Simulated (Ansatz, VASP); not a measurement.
## Pt in VASP and in Ansatz

Contents of INCAR:

```
  PREC = Accurate
  ENCUT = 520
  EDIFF = 1E-6
  ISMEAR = 0
  SIGMA = 0.15
  LREAL = F
  LASPH = T
  NELM = 100
  ALGO = Fast
  ISIF = 2
  LWAVE = F
  LCHARG = F
  GGA = PE
  NBANDS = 17
```

The input KPOINTS:

```
Automatic mesh
0
Gamma
  18 18 10
```

File POSCAR:

```
Pt
1.0
    2.6206126340      0.0000000000      0.0000000000
   -1.3103063170      2.5084136529      0.0000000000
    0.0000000000      0.0000000000      4.7813829983
Pt
2
Direct
    0.6666666667      0.3333333333      0.7500000000
    0.3333333333      0.6666666667      0.2500000000
```

Input for Ansatz:

```yaml
crystal:
  lattice:
    - [2.620612634, 0.0, 0.0]
    - [-1.310306317, 2.5084136529, 0.0]
    - [0.0, 0.0, 4.7813829983]
  atoms:
    - { symbol: Pt, position: [0.6666666667, 0.3333333333, 0.75] }
    - { symbol: Pt, position: [0.3333333333, 0.6666666667, 0.25] }
basis:
  ecutwfc: 420
kpoints:
  mp_grid: { grid: [18, 18, 10] }
hamiltonian:
  xc: pbe
scf:
  occupations: { method: gaussian, width: 0.15 }
output:
  forces: true
  stress: true
  eigenvalues: true
```

Change from the starting cell: normal strain along x -0.0500, normal strain along y +0.0500.

Alike in both runs: task single point; functional PBE; k mesh 18 × 18 × 10; occupations gaussian, width 0.15 eV; no spin polarisation.

```csv
,VASP,Ansatz
version,VASP 6.6.1,Ansatz 0.2.0
potentials or method,"VASP PAW PBE potentials, release 64 (Pt), cutoff 520 eV","scalar-relativistic, plane waves, PAW"
valence electrons in the cell,20,36
```

```csv
,VASP,Ansatz,Ansatz less VASP
gap on the k mesh at the Fermi level (eV),none,none,-
pressure (GPa),2.7,3.2,+0.49
"traceless stress, the component that is largest in VASP (GPa)",15.14,15.26,+0.119
rms of the force components (eV/Å),0.018,0.017,-0.0004
```

Atom by atom the forces differ by 0.000 eV/Å (rms over components). A gap of «none» marks a metal or a gap that the smearing closes. VASP's potentials hold 20 valence electrons a cell and Ansatz's 36, so a difference there can come from the potentials and not from the codes.

Spin-orbit coupling is off throughout.
